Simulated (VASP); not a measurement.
GaN: vibrations by perturbation theory with PBEsol

Crystal: GaN.

```
Ga N
1.0
     0.00000    2.24914    2.24914
     2.24914    0.00000    2.24914
     2.24914    2.24914    0.00000
Ga N
1 1
Direct
  0.00000 0.00000 0.00000
  0.25000 0.25000 0.25000
```

```
Program                : VASP 6.6.1
Task                   : vibrations by perturbation theory
Functional             : PBEsol
Potentials or basis    : VASP PAW PBE potentials, release 64 (Ga_d, N)
Cutoff                 : 520 eV
k mesh                 : 8 × 8 × 8
Occupations            : gaussian, width 0.01 eV
Spin                   : no spin polarisation
Dipole correction      : no
Further INCAR settings : ALGO = Normal; EDIFF = 1e-08; NBANDS = 16; IBRION = 8; NSW = 1
```

The highest phonon frequency at Γ, LO-TO splitting left out is 533 cm⁻¹.

Phonon frequencies in cm⁻¹ (negative: imaginary):
```tsv
q point	frequencies
(0.000, 0.000, 0.000)	0 0 0 533 533 533
```

Run time: 62 s on 1 thread of Intel(R) Xeon(R) Platinum 8488C (Sapphire Rapids) (shared host), peak memory 0.21 GiB.
